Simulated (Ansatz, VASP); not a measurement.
# HfO2: VASP beside Ansatz

```
Hf O
1.0
     0.00000    2.58761    2.52918
     2.58761    0.00000    2.52918
     2.58761    2.58761    0.00000
Hf O
1 2
Direct
  0.00000 0.00000 0.00000
  0.25000 0.25000 0.25000
  0.75000 0.75000 0.75000
```

Change from the starting cell: biaxial_xy strain +2.3%.

Alike in both runs: task single point; functional r2SCAN; k mesh 8 × 8 × 8; no spin polarisation.

```csv
,VASP,Ansatz
version,VASP 6.6.1,Ansatz 0.2.0
potentials or method,"VASP PAW PBE potentials, release 64 (Hf_pv, O)","plane waves, PAW"
plane-wave cutoff (eV),520,500
occupations,"gaussian, width 0.01 eV",fixed
valence electrons in the cell,22,38
```

|  | VASP | Ansatz | Ansatz less VASP |
| --- | --- | --- | --- |
| gap on the k mesh at the Fermi level (eV) | 4.00 | 4.00 | +0.001 |
| pressure (GPa) | -14.6 | -11.2 | +3.43 |
| traceless stress, the component that is largest in VASP (GPa) | 7.16 | 7.05 | -0.110 |

VASP's potentials were made for PBE, not for r2SCAN. VASP's potentials hold 22 valence electrons a cell and Ansatz's 38, so a difference there can come from the potentials and not from the codes.

Neither program's run includes spin-orbit coupling.
